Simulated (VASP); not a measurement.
# Rb (P1) in VASP: single point with PBE

Aim: the single point of Rb with PBE.

Program: VASP 6.6.1. These are calculated values, not measurements. Logs are shortened: lines on timing, memory, paths and dates and some standing lists are left out, and cuts for length are marked.

## Step 1: The cell of the first run

The typed cell holds 4 atoms: a = 8.570 Å, b = 9.482 Å, c = 5.243 Å, α = 68.64°, β = 73.49°, γ = 87.33°.

The cell was generated, and may not be a known phase.

## Step 2: Single point, PBE

The input, INCAR:

```
SYSTEM = Rb
PREC = Accurate
ENCUT = 520
EDIFF = 1E-7
ISMEAR = 0
SIGMA = 0.1
LREAL = .False.
LASPH = .True.
NELM = 80
ALGO = Fast
ISIF = 2
LWAVE = .False.
LCHARG = .False.
GGA = PE
NBANDS = 26
```

The input, KPOINTS:

```
Automatic mesh
0
Gamma
  2 2 4
  0 0 0
```

The input, POSCAR:

```
Rb
1.0
    8.5527625772      0.4475165599     -0.2982535846
   -0.0897208673      9.4136536221     -1.1328524932
    1.5164454383      2.4645701467      4.3725539440
Rb
4
Direct
    0.2850640088      0.4090167458      0.2790082466
    0.7892038667      0.6542665320      0.1092601868
    0.2607569020      0.9100996623      0.2791059464
    0.7876599346      0.1737831095      0.9519006580
```

Potentials or basis: VASP PAW PBE potentials, release 64 (Rb_sv).

The run is started by

```bash
cat potpaw_PBE.64/Rb_sv/POTCAR > POTCAR
mpirun -np 1 vasp_std > vasp.out
```

OUTCAR:

```text
SYSTEM = Rb
   PREC = Accurate
   ENCUT = 520
   EDIFF = 1E-7
   ISMEAR = 0
   LREAL = .False.
   LASPH = .True.
   NELM = 80
   ISIF = 2
   GGA = PE

 ion  position               nearest neighbor table
   1  0.285  0.409  0.279-   2 4.70   4 4.71   3 4.74   3 4.75   2 4.90   4 4.92   3 5.60   3 5.70

   2  0.789  0.654  0.109-   4 4.69   1 4.70   1 4.90   4 4.92   3 4.94   3 5.04   4 5.06   3 5.25

   3  0.261  0.910  0.279-   1 4.74   1 4.75   4 4.81   2 4.94   2 5.04   4 5.05   2 5.25   1 5.60
                             1 5.70   4 5.70
   4  0.788  0.174  0.952-   2 4.69   1 4.71   3 4.81   1 4.92   2 4.92   3 5.05   2 5.06   3 5.70

  LATTYP: Found a triclinic cell.
 ALAT       =     5.2433711263
 B/A-ratio  =     1.6559980870
 C/A-ratio  =     1.7183488411
 COS(alpha) =     0.0050684802
 COS(beta)  =     0.1985892763
 COS(gamma) =     0.3234109490

  Lattice vectors:

 A1 = (   1.5164454383,   2.4645701467,   4.3725539440)
 A2 = (  -7.0363171389,   2.0170535868,   4.6708075286)
 A3 = (   1.6061663056,  -6.9490834754,   5.5054064372)

Analysis of symmetry for initial positions (statically):
=====================================================================
 Subroutine PRICEL returns:
 Original cell was already a primitive cell.

 Routine SETGRP: Setting up the symmetry group for a
 triclinic supercell.

 Subroutine GETGRP returns: Found  1 space group operations
 (whereof  1 operations were pure point group operations)
 out of a pool of  2 trial point group operations.

The static configuration has the point symmetry C_1 .

Analysis of symmetry for dynamics (positions and initial velocities):
=====================================================================
 Subroutine PRICEL returns:
 Original cell was already a primitive cell.

 Routine SETGRP: Setting up the symmetry group for a
 triclinic supercell.

 Subroutine GETGRP returns: Found  1 space group operations
 (whereof  1 operations were pure point group operations)
 out of a pool of  2 trial point group operations.

The dynamic configuration has the point symmetry C_1 .

 Subroutine INISYM returns: Found  1 space group operations
 (whereof  1 operations are pure point group operations),
 and found     1 'primitive' translations

----------------------------------------------------------------------------------------

                                     Primitive cell

  volume of cell :     379.6560

  direct lattice vectors                    reciprocal lattice vectors
     8.552762577  0.447516560 -0.298253585     0.115772454 -0.003491581 -0.038183031
    -0.089720867  9.413653622 -1.132852493    -0.007090254  0.099694736 -0.053733514
     1.516445438  2.464570147  4.372553944     0.006059922  0.025591006  0.212173398

  length of vectors
     8.569654251  9.481997634  5.243371126     0.121956534  0.113475119  0.213797037

  position of ions in fractional coordinates (direct lattice)
     0.285064009  0.409016746  0.279008247
     0.789203867  0.654266532  0.109260187
     0.260756902  0.910099662  0.279105946
     0.787659935  0.173783110  0.951900658

  ion indices of the primitive-cell ions
   primitive index   ion index
                 1           1
                 2           2
                 3           3
                 4           4

----------------------------------------------------------------------------------------

 KPOINTS: Automatic mesh

Automatic generation of k-mesh.
 Grid dimensions read from file:
 generate k-points for:    2    2    4

 Generating k-lattice:

  Cartesian coordinates                     Fractional coordinates (reciprocal lattice)
     0.057886227 -0.001745791 -0.019091516     0.500000000 -0.000000000  0.000000000
    -0.003545127  0.049847368 -0.026866757     0.000000000  0.500000000 -0.000000000
     0.001514981  0.006397751  0.053043350     0.000000000  0.000000000  0.250000000

  Length of vectors
     0.060978267  0.056737559  0.053449259

  Shift w.r.t. Gamma in fractional coordinates (k-lattice)
     0.000000000  0.000000000  0.000000000

 Subroutine IBZKPT returns following result:
 ===========================================

 Found     12 irreducible k-points:

 Following reciprocal coordinates:
            Coordinates               Weight
  0.000000  0.000000  0.000000      1.000000
  0.500000 -0.000000  0.000000      1.000000
  0.000000  0.500000  0.000000      1.000000
  0.500000  0.500000  0.000000      1.000000
  0.000000  0.000000  0.250000      2.000000
  0.500000  0.000000  0.250000      2.000000
  0.000000  0.500000  0.250000      2.000000
  0.500000  0.500000  0.250000      2.000000
  0.000000  0.000000  0.500000      1.000000
  0.500000  0.000000  0.500000      1.000000
  0.000000  0.500000  0.500000      1.000000
  0.500000  0.500000  0.500000      1.000000
   k-points           NKPTS =     12   k-points in BZ     NKDIM =     12   number of bands    NBANDS=     26
   number of dos      NEDOS =    301   number of ions     NIONS =      4
   total plane-waves  NPLWV = 184320
   dimension x,y,z NGX =    64 NGY =   72 NGZ =   40
   dimension x,y,z NGXF=   128 NGYF=  144 NGZF=   80
   ions per type =               4
   NGX,Y,Z   is equivalent  to a cutoff of  12.42, 12.62, 12.68 a.u.
   NGXF,Y,Z  is equivalent  to a cutoff of  24.83, 25.25, 25.36 a.u.
 SYSTEM =  Rb
   PREC   = accura    normal or accurate (medium, high low for compatibility)
   ISTART =      0    job   : 0-new  1-cont  2-samecut
   ICHARG =      2    charge: 1-file 2-atom 10-const
   ISPIN  =      1    spin polarized calculation?
   LNONCOLLINEAR =      F non collinear calculations
   LSORBIT =      F    spin-orbit coupling
   LASPH  =      T    aspherical Exc in radial PAW
   ENCUT  =  520.0 eV  38.22 Ry    6.18 a.u.  15.93 17.63  9.75*2*pi/ulx,y,z
   NELM   =     80;   NELMIN=  2; NELMDL= -5     # of ELM steps
   EDIFF  = 0.1E-06   stopping-criterion for ELM
   LREAL  =      F    real-space projection
   EDIFFG = 0.1E-05   stopping-criterion for IOM
   NSW    =      0    number of steps for IOM
   IBRION =     -1    ionic relax: 0-MD 1-quasi-New 2-CG
   NFREE  =      0    steps in history (QN), initial steepest desc. (CG)
   ISIF   =      2    stress and relaxation
   ISYM   =      2    0-nonsym 1-usesym 2-fastsym
   POTIM  = 0.5000    time-step for ionic-motion
   TEBEG  =    0.0;   TEEND  =   0.0 temperature during run
   PSTRESS=    0.0 pullay stress
   NELECT =      36.0000    total number of electrons
   NUPDOWN=      -1.0000    fix difference up-down
   EMIN   =  10.00;   EMAX   =-10.00  energy-range for DOS
   EFERMI =   0.00;   METHOD = LEGACY
   ISMEAR =     0;   SIGMA  =   0.10  broadening in eV -4-tet -1-fermi 0-gaus
   EFERMI_NEDOS =   21; number of points for ismear=-14 and -15
   IALGO  =     68    algorithm
   IMIX   =      4    mixing-type and parameters
     AMIX     =   0.40;   BMIX     =  1.00
     AMIX_MAG =   1.60;   BMIX_MAG =  1.00
  volume/ion in A,a.u.               =      94.91       640.51
  Fermi-wavevector in a.u.,A,eV,Ry     =   0.746527  1.410732  7.582564  0.557303
  Thomas-Fermi vector in A             =   1.842369
   LORBIT       =      0    0 simple, 1 ext, 2 COOP (PROOUT), +10 PAW based schemes
   GGA     = PE    functional components
   LHFCALC =     F    Hartree Fock is set to
   AEXX    =    0.0000 exact exchange contribution
   IVDW    =     0    specifies the selected vdW correction
   LEPSILON=     F    determine dielectric tensor
   LRPA    =     F    only Hartree local field effects (RPA)
 non-spin polarized calculation
 RMM-DIIS sequential band-by-band and
 Gauss-broadening in eV      SIGMA  =   0.10
  energy-cutoff  :      520.00
  volume of cell :      379.66
 maximum number of plane-waves:     10256
 NGX is ok and might be reduce to    64
   NGX = 31   NGY = 35   NGZ = 19

 number of electron      36.0000000 magnetization

 Free energy of the ion-electron system (eV)
  ---------------------------------------------------
  ext. energy  EPLUGINS =         0.00000000
  ---------------------------------------------------
  free energy    TOTEN  =        -3.68170304 eV

  energy without entropy =       -3.67107084  energy(sigma->0) =       -3.67638694

 E-fermi :  -0.0789     XC(G=0):  -5.3561

 val. band max:       -0.0907006569   @ k =   0.0000   0.0000   0.2500
 cond. band min:       0.0617277940   @ k =   0.5000   0.0000   0.5000
 fundamental gap:      0.1524284509
 Fermi energy:        -0.0789481668

 k-point     1 :       0.0000    0.0000    0.0000
  band No.  band energies     occupation
      1     -29.0218      2.00000
      2     -29.0175      2.00000
      3     -29.0158      2.00000
      4     -29.0119      2.00000
      5     -13.1645      2.00000
      6     -13.1578      2.00000
[... 18 lines left out ...]
     25       2.1483      0.00000
     26       2.7596      0.00000

 k-point     2 :       0.5000   -0.0000    0.0000
  band No.  band energies     occupation
      1     -29.0208      2.00000
      2     -29.0176      2.00000
      3     -29.0165      2.00000
      4     -29.0120      2.00000
      5     -13.1731      2.00000
      6     -13.1661      2.00000
[... 18 lines left out ...]
     25       2.4056      0.00000
     26       2.6243      0.00000

 k-point     3 :       0.0000    0.5000    0.0000
  band No.  band energies     occupation
      1     -29.0198      2.00000
      2     -29.0196      2.00000
      3     -29.0153      2.00000
      4     -29.0122      2.00000
      5     -13.1504      2.00000
      6     -13.1398      2.00000
[... 224 lines left out ...]
 k-point    11 :       0.0000    0.5000    0.5000
  band No.  band energies     occupation
      1     -29.0195      2.00000
      2     -29.0179      2.00000
      3     -29.0149      2.00000
      4     -29.0118      2.00000
      5     -13.1483      2.00000
      6     -13.1359      2.00000
[... 18 lines left out ...]
     25       1.7315      0.00000
     26       1.9427      0.00000

 k-point    12 :       0.5000    0.5000    0.5000
  band No.  band energies     occupation
      1     -29.0194      2.00000
      2     -29.0180      2.00000
      3     -29.0150      2.00000
      4     -29.0118      2.00000
      5     -13.1491      2.00000
      6     -13.1335      2.00000
[... 18 lines left out ...]
     25       1.7713      0.00000
     26       2.1487      0.00000

------------------------ aborting loop because EDIFF is reached ----------------------------------------

  FORCE on cell =-STRESS in cart. coord.  units (eV):
  Direction    XX          YY          ZZ          XY          YZ          ZX
  --------------------------------------------------------------------------------------
  -------------------------------------------------------------------------------------
  Total       -0.2911522      0.2352379     -0.1102782     -0.0427733      0.0751626     -0.1222813
  in kB       -1.2286848      0.9927219     -0.4653826     -0.1805067      0.3171921     -0.5160365
  external PRESSURE =      -0.2337818 kB  Pullay stress =       0.0000000 kB

 VOLUME and BASIS-vectors are now :
 -----------------------------------------------------------------------------
  energy-cutoff  :      520.00
  volume of cell :      379.66
      direct lattice vectors                 reciprocal lattice vectors
     8.552762577  0.447516560 -0.298253585     0.115772454 -0.003491581 -0.038183031
    -0.089720867  9.413653622 -1.132852493    -0.007090254  0.099694736 -0.053733514
     1.516445438  2.464570147  4.372553944     0.006059922  0.025591006  0.212173398

 POSITION                                       TOTAL-FORCE (eV/Angst)
 -----------------------------------------------------------------------------------
      2.82449      4.66555      0.67160         0.002007     -0.010032     -0.017622
      6.85686      6.78150     -0.49882        -0.000502      0.003389     -0.011672
      2.57179      9.37193      0.11163        -0.005355     -0.001829      0.005534
      8.16458      4.33445      3.73044         0.003850      0.008472      0.023760
 -----------------------------------------------------------------------------------
    total drift:                                0.000050      0.000035      0.000146

  FREE ENERGIE OF THE ION-ELECTRON SYSTEM (eV)
  ---------------------------------------------------
  free  energy   TOTEN  =        -3.6817030396 eV

  energy  without entropy=       -3.6710708351  energy(sigma->0) =       -3.67638694
```

It took 3 min on 1 thread of Oxide Virtual Turin-like, shared host; peak memory 0.43 GiB.

What came out:

```yaml
Free_energy: -3.6817 eV
Pressure: 0.0 GPa
Largest_force: 0.026 eV/Å
Band_gap_on_the_k_mesh: zero (bands 18 and 19 overlap by 0.84 eV)
```

Forces in eV/Å, atoms in the order of the input:
```
Rb   0.002 -0.010 -0.018
Rb  -0.001  0.003 -0.012
Rb  -0.005 -0.002  0.006
Rb   0.004  0.008  0.024
```

Stress tensor (GPa, compression positive):
```
-0.12 -0.02 -0.05
-0.02  0.10  0.03
-0.05  0.03 -0.05
```

Caveat: the k points lie up to 0.38 Å⁻¹ apart, too coarse for converged energies and pressures of a metal.

The gap in the log of VASP goes by the Fermi energy; the results here count the filled bands.